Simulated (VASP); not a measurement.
CuI (Marshite):

```
I Cu
1.0
     0.00000    3.03150    3.03150
     3.03150    0.00000    3.03150
     3.03150    3.03150    0.00000
I Cu
1 1
Direct
  0.00000 0.00000 0.00000
  0.75000 0.75000 0.75000
```

```yaml
Program: VASP 6.6.1
Task: relaxation of cell and atoms
Functional: PBEsol
Dispersion: D4
Potentials_or_basis: VASP PAW PBE potentials, release 64 (I, Cu)
Cutoff: 600 eV
k_mesh: 8 × 8 × 8
Occupations: fermi-dirac, width 0.05 eV
Spin: no spin polarisation
```

At the start: pressure -3.6 GPa; volume 27.86 Å³/atom.

Task: Where does the relaxation end?

Result: Over 3 steps the energy falls by 28.0 meV/atom and the volume is 25.61 Å³/atom (-8.1 %); space group F-43m (No. 216, to 0.05 Å).

Step by step:
```
step  energy change (eV)  largest force (eV/Å)  pressure (GPa)  volume (Å³)
   1              0.0000                0.0000           -3.61        55.72
   2             -0.0554                0.0000            0.46        50.81
   3             -0.0559                0.0000           -0.02        51.21
```

Final structure:
```
I Cu
1.0
     0.00000    2.94751    2.94751
     2.94751    0.00000    2.94751
     2.94751    2.94751    0.00000
I Cu
1 1
Direct
  0.00000 0.00000 0.00000
  0.75000 0.75000 0.75000
```

Caveat: the PAW data sets were made with another functional, which shifts forces and pressure a little.
